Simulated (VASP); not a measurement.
# Be2Se (P-3m1) in VASP: single point with PBE

Aim: the single point of Be2Se with PBE.

Program: VASP 6.6.1. These are calculated values, not measurements. Logs are shortened: lines on timing, memory, paths and dates and some standing lists are left out, and cuts for length are marked.

## (1) The cell of the first run

It takes space group P-3m1 (No. 164, trigonal). The conventional cell has a = 3.362 Å, b = 3.362 Å, c = 4.269 Å, α = 90.00°, β = 90.00°, γ = 120.00°. Be (site symmetry 3m) has 3 Se at 2.35 Å and 3 Be at 2.52 Å within 3.1 Å. Se (site symmetry -3m) has 6 Be at 2.35 Å within 3.1 Å.

## (2) Single point, PBE

File INCAR:

```
ALGO = Normal
EDIFF = 1E-6
ENCUT = 600
GGA = PE
GGA_COMPAT = F
ISIF = 2
ISMEAR = 0
LASPH = T
LCHARG = T
LELF = T
LREAL = F
LVHAR = T
LWAVE = F
NBANDS = 12
NELM = 120
PREC = Accurate
SIGMA = 0.2
```

File KPOINTS:

```
k-points
0
Gamma
  6 6 5
```

File POSCAR:

```
Be2Se
1.0
    3.3617350435      0.0000000000      0.0000000000
   -1.6808675218      2.9113479485      0.0000000000
    0.0000000000      0.0000000000      4.2687768113
Be Se
2 1
Direct
    0.3333333333      0.6666666667      0.3116350596
    0.6666666667      0.3333333333      0.6883649404
    0.0000000000      0.0000000000      0.0000000000
```

Potentials or basis: VASP PAW PBE potentials, release 64 (Be, Se).

On the command line:

```
$ cat potpaw_PBE.64/Be/POTCAR potpaw_PBE.64/Se/POTCAR > POTCAR
$ mpirun -np 1 vasp_std > vasp.out
```

OUTCAR:

```text
EDIFF = 1E-6
   ENCUT = 600
   GGA = PE
   ISIF = 2
   ISMEAR = 0
   LASPH = T
   LREAL = F
   NELM = 120
   PREC = Accurate

 ion  position               nearest neighbor table
   1  0.333  0.667  0.312-   3 2.35   3 2.35   3 2.35
   2  0.667  0.333  0.688-   3 2.35   3 2.35   3 2.35
   3  0.000  0.000  0.000-   1 2.35   2 2.35   2 2.35   1 2.35   2 2.35   1 2.35

  LATTYP: Found a hexagonal cell.
 ALAT       =     3.3617350435
 C/A-ratio  =     1.2698135802

  Lattice vectors:

 A1 = (   3.3617350435,   0.0000000000,   0.0000000000)
 A2 = (  -1.6808675218,   2.9113479485,   0.0000000000)
 A3 = (   0.0000000000,   0.0000000000,   4.2687768113)

Analysis of symmetry for initial positions (statically):
=====================================================================
 Subroutine PRICEL returns:
 Original cell was already a primitive cell.

 Routine SETGRP: Setting up the symmetry group for a
 hexagonal supercell.

 Subroutine GETGRP returns: Found 12 space group operations
 (whereof 12 operations were pure point group operations)
 out of a pool of 24 trial point group operations.

The static configuration has the point symmetry D_3d.

Analysis of symmetry for dynamics (positions and initial velocities):
=====================================================================
 Subroutine PRICEL returns:
 Original cell was already a primitive cell.

 Routine SETGRP: Setting up the symmetry group for a
 hexagonal supercell.

 Subroutine GETGRP returns: Found 12 space group operations
 (whereof 12 operations were pure point group operations)
 out of a pool of 24 trial point group operations.

The dynamic configuration has the point symmetry D_3d.

 Subroutine INISYM returns: Found 12 space group operations
 (whereof 12 operations are pure point group operations),
 and found     1 'primitive' translations

----------------------------------------------------------------------------------------

                                     Primitive cell

  volume of cell :      41.7793

  direct lattice vectors                    reciprocal lattice vectors
     3.361735043  0.000000000  0.000000000     0.297465442  0.171741753  0.000000000
    -1.680867522  2.911347949  0.000000000     0.000000000  0.343483506  0.000000000
     0.000000000  0.000000000  4.268776811     0.000000000  0.000000000  0.234259144

  length of vectors
     3.361735043  3.361735044  4.268776811     0.343483506  0.343483506  0.234259144

[... 92 lines left out ...]
   PSTRESS=    0.0 pullay stress
   NELECT =      10.0000    total number of electrons
   NUPDOWN=      -1.0000    fix difference up-down
   EMIN   =  10.00;   EMAX   =-10.00  energy-range for DOS
   EFERMI =   0.00;   METHOD = LEGACY
   ISMEAR =     0;   SIGMA  =   0.20  broadening in eV -4-tet -1-fermi 0-gaus
   EFERMI_NEDOS =   21; number of points for ismear=-14 and -15
   IALGO  =     38    algorithm
   IMIX   =      4    mixing-type and parameters
     AMIX     =   0.40;   BMIX     =  1.00
     AMIX_MAG =   1.60;   BMIX_MAG =  1.00
  volume/ion in A,a.u.               =      13.93        93.98
  Fermi-wavevector in a.u.,A,eV,Ry     =   1.016454  1.920820 14.057256  1.033179
  Thomas-Fermi vector in A             =   2.149799
   LORBIT       =      0    0 simple, 1 ext, 2 COOP (PROOUT), +10 PAW based schemes
   GGA     = PE    functional components
   LHFCALC =     F    Hartree Fock is set to
   AEXX    =    0.0000 exact exchange contribution
   IVDW    =     0    specifies the selected vdW correction
   LEPSILON=     F    determine dielectric tensor
   LRPA    =     F    only Hartree local field effects (RPA)
 non-spin polarized calculation
 Gauss-broadening in eV      SIGMA  =   0.20
  energy-cutoff  :      600.00
  volume of cell :       41.78
 maximum number of plane-waves:      1409
 NGX is ok and might be reduce to    28
   NGX = 13   NGY = 13   NGZ = 17

 number of electron      10.0000000 magnetization

 Free energy of the ion-electron system (eV)
  ---------------------------------------------------
  ext. energy  EPLUGINS =         0.00000000
  ---------------------------------------------------
  free energy    TOTEN  =       -10.12300375 eV

  energy without entropy =      -10.11063459  energy(sigma->0) =      -10.11681917

 E-fermi :   5.6090     XC(G=0):  -9.9865

 val. band max:        5.2930889059   @ k =   0.5000   0.0000   0.0000
 cond. band min:       5.7046365395   @ k =  -0.1667   0.5000   0.4000
 fundamental gap:      0.4115476336
 Fermi energy:         5.6089909770

 k-point     1 :       0.0000    0.0000    0.0000
  band No.  band energies     occupation
      1     -10.2003      2.00000
      2       0.1029      2.00000
      3       1.3822      2.00000
      4       4.2843      2.00000
      5       4.2843      2.00000
      6       8.7942      0.00000
      7       8.7942      0.00000
      8       9.3554      0.00000
      9      13.7994      0.00000
     10      14.3713      0.00000
     11      14.3713      0.00000
     12      15.5569      0.00000
[... 331 lines left out ...]
 k-point    24 :       0.1667    0.1667    0.4000
  band No.  band energies     occupation
      1      -9.0739      2.00000
      2      -1.4395      2.00000
      3       0.2900      2.00000
      4       2.2742      2.00000
      5       5.2591      1.98664
      6       6.9137      0.00000
      7       8.1791      0.00000
      8      10.6720      0.00000
      9      11.8839      0.00000
     10      13.7733      0.00000
     11      14.9335      0.00000
     12      15.5852      0.00000

 [... further k-points ...]

------------------------ aborting loop because EDIFF is reached ----------------------------------------

  FORCE on cell =-STRESS in cart. coord.  units (eV):
  Direction    XX          YY          ZZ          XY          YZ          ZX
  --------------------------------------------------------------------------------------
  -------------------------------------------------------------------------------------
  Total        0.0536113      0.0536113      0.2153124     -0.0000000     -0.0000000      0.0000000
  in kB        2.0559166      2.0559166      8.2569291     -0.0000000     -0.0000000      0.0000000
  external PRESSURE =       4.1229208 kB  Pullay stress =       0.0000000 kB

 VOLUME and BASIS-vectors are now :
 -----------------------------------------------------------------------------
  energy-cutoff  :      600.00
  volume of cell :       41.78
      direct lattice vectors                 reciprocal lattice vectors
     3.361735043  0.000000000  0.000000000     0.297465442  0.171741753  0.000000000
    -1.680867522  2.911347949  0.000000000     0.000000000  0.343483506  0.000000000
     0.000000000  0.000000000  4.268776811     0.000000000  0.000000000  0.234259144

 POSITION                                       TOTAL-FORCE (eV/Angst)
 -----------------------------------------------------------------------------------
     -0.00000      1.94090      1.33030        -0.000000      0.000000      0.053407
      1.68087      0.97045      2.93848         0.000000      0.000000     -0.053407
      0.00000      0.00000      0.00000         0.000000      0.000000      0.000000
 -----------------------------------------------------------------------------------
    total drift:                               -0.000000      0.000000     -0.000000

  FREE ENERGIE OF THE ION-ELECTRON SYSTEM (eV)
  ---------------------------------------------------
  free  energy   TOTEN  =       -10.1230037487 eV

  energy  without entropy=      -10.1106345884  energy(sigma->0) =      -10.11681917
```

OSZICAR:

```text
N       E                     dE             d eps       ncg     rms          rms(c)
DAV:   1     0.178457478263E+02    0.17846E+02   -0.45690E+03   648   0.789E+02
DAV:   2    -0.863258161588E+01   -0.26478E+02   -0.24807E+02   824   0.121E+02
DAV:   3    -0.101286647162E+02   -0.14961E+01   -0.14827E+01   888   0.254E+01
DAV:   4    -0.101402394890E+02   -0.11575E-01   -0.11569E-01   756   0.243E+00
DAV:   5    -0.101403087117E+02   -0.69223E-04   -0.69217E-04   868   0.186E-01    0.391E+00
DAV:   6    -0.101257364387E+02    0.14572E-01   -0.11458E-02   780   0.592E-01    0.236E+00
DAV:   7    -0.101228593067E+02    0.28771E-02   -0.18233E-02   824   0.832E-01    0.919E-02
DAV:   8    -0.101229715334E+02   -0.11223E-03   -0.10838E-03   748   0.211E-01    0.409E-02
DAV:   9    -0.101230021944E+02   -0.30661E-04   -0.58562E-05   836   0.531E-02    0.101E-02
DAV:  10    -0.101230036879E+02   -0.14934E-05   -0.88761E-06   736   0.163E-02    0.196E-03
DAV:  11    -0.101230037487E+02   -0.60849E-07   -0.41582E-07   468   0.469E-03
   1 F= -.10123004E+02 E0= -.10116819E+02  d E =-.123692E-01
```

It took 25 s on 1 thread of Intel Xeon 8259CL, shared host; peak memory 0.18 GiB.

What came out:

```
Free energy            : -10.1230 eV
Pressure               : 0.4 GPa
Largest force          : 0.053 eV/Å
Band gap on the k mesh : zero (bands 5 and 6 overlap by 2.22 eV)
```

Forces on the atoms (eV/Å):
```
Be   0.000  0.000  0.053
Be   0.000  0.000 -0.053
Se   0.000  0.000  0.000
```
